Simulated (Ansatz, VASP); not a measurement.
CaIrC6N6 in VASP and in Ansatz

```
Ca Ir C N
1.0
     0.00000    5.28350    5.28350
     5.28350    0.00000    5.28350
     5.28350    5.28350    0.00000
Ca Ir C N
1 1 6 6
Direct
  0.00000 0.00000 0.00000
  0.50000 0.50000 0.50000
  0.80070 0.19930 0.19930
  0.19930 0.80070 0.19930
  0.19930 0.19930 0.80070
  0.19930 0.80070 0.80070
  0.80070 0.19930 0.80070
  0.80070 0.80070 0.19930
  0.68998 0.31002 0.31002
  0.31002 0.68998 0.31002
  0.31002 0.31002 0.68998
  0.31002 0.68998 0.68998
  0.68998 0.31002 0.68998
  0.68998 0.68998 0.31002
```

Alike in both runs: task single point; functional PBE; k mesh 4 × 4 × 4; occupations gaussian, width 0.1 eV; collinear spin.

```csv
,VASP,Ansatz
version,VASP 6.6.1,Ansatz 0.2.0
potentials or method,"VASP PAW PBE potentials, release 64 (Ca_sv, Ir, C, N), cutoff 520 eV","scalar-relativistic, plane waves, PAW"
valence electrons in the cell,73,81
```

|  | VASP | Ansatz | Ansatz less VASP |
| --- | --- | --- | --- |
| gap on the k mesh at the Fermi level (eV) | none | none | - |
| pressure (GPa) | 10.4 | 9.8 | -0.58 |
| rms of the force components (eV/Å) | 1.506 | 1.591 | +0.0849 |
| net moment per atom (μB) | 0.07 | 0.07 | +0.001 |
| size of the moment on the site where the two differ most (μB) | 0.45 | 0.32 | -0.120 |

Site moments also hang on the region over which each program counts them. Atom by atom the forces differ by 0.153 eV/Å (rms over components). A gap of «none» marks a metal or a gap that the smearing closes. VASP's potentials hold 73 valence electrons a cell and Ansatz's 81, so a difference there can come from the potentials and not from the codes.

Neither program's run includes spin-orbit coupling. Noted on VASP's run: the standard files for N, O and F lose accuracy on very short bonds.
